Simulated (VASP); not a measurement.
Set up this calculation in VASP 6.6.1, as the native input.

```yaml
Task: relaxation of cell and atoms
Functional: r2SCAN
Potentials_or_basis: VASP PAW PBE potentials, release 64 (N_h)
Cutoff: 910 eV
k_mesh: 6 × 6 × 4
Occupations: gaussian, width 0.02 eV
Spin: no spin polarisation
Dipole_correction: no
Further_INCAR_settings: ALGO = Normal; EDIFF = 1e-07; IBRION = 2; EDIFFG = -0.005; NSW = 100; ISIF = 3
```

The system is N.

```
N
1.0
     4.10706    0.00000    0.00000
     0.00000    4.10706    0.00000
     0.00000    0.00000    5.36692
N
4
Direct
  0.90591 0.90591 0.00000
  0.59409 0.40591 0.50000
  0.09409 0.09409 0.00000
  0.40591 0.59409 0.50000
```

These files were run (other wordings do the same):

POSCAR

```
N
1.0
    4.1070556188      0.0000000000      0.0000000000
    0.0000000000      4.1070556188      0.0000000000
    0.0000000000      0.0000000000      5.3669212219
N
4
Direct
    0.9059077494      0.9059077494      0.0000000000
    0.5940922506      0.4059077494      0.5000000000
    0.0940922506      0.0940922506      0.0000000000
    0.4059077494      0.5940922506      0.5000000000
```

INCAR.step1

```
PREC = Accurate
ENCUT = 910
ISMEAR = 0
SIGMA = 0.02
LREAL = False
LASPH = True
NELM = 120
GGA = PE
ALGO = Normal
EDIFF = 1E-5
LWAVE = True
LCHARG = False
GGA_COMPAT = False
IBRION = 2
ISIF = 3
EDIFFG = -0.005
NELMIN = 4
NSW = 100
```

INCAR.step2

```
PREC = Accurate
ENCUT = 910
EDIFF = 1E-7
ISMEAR = 0
SIGMA = 0.02
LREAL = False
LASPH = True
NELM = 120
ALGO = Normal
ISIF = 3
LWAVE = False
LCHARG = False
METAGGA = R2SCAN
LMIXTAU = True
IBRION = 2
NSW = 100
EDIFFG = -0.005
ISTART = 1
GGA_COMPAT = False
NELMIN = 4
```

KPOINTS

```
regular mesh
0
Gamma
  6 6 4
```

Potentials or basis: VASP PAW PBE potentials, release 64 (N_h).

Launch:

```sh
$ cat potpaw_PBE.64/N_h/POTCAR > POTCAR
$ cp INCAR.step1 INCAR
$ mpirun -np 1 vasp_std > vasp.out
$ cp INCAR.step2 INCAR
$ mpirun -np 1 vasp_std > vasp.out
```

Results of the run:

The relaxed volume is 21.96 Å³/atom, the relaxed cell is a = 4.071 Å, b = 4.071 Å, c = 5.300 Å, α = 90.00°, β = 90.00°, γ = 90.00° and the space group after relaxing (to 0.1 Å) is P4_2/mnm (No. 136). The energy gained by relaxing is 0.3 meV/atom. The ionic steps are 11 and the pressure after relaxing is 0.0 GPa. The band gap on the k mesh is 7.74 eV (least direct gap 7.93 eV).

Caveat: the PAW data sets were made with another functional, which shifts forces and pressure a little.

Run time: 38 min on 1 thread of Intel(R) Xeon(R) Platinum 8259CL CPU @ 2.50GHz (Skylake/Cascade Lake) (shared host), peak memory 0.34 GiB.
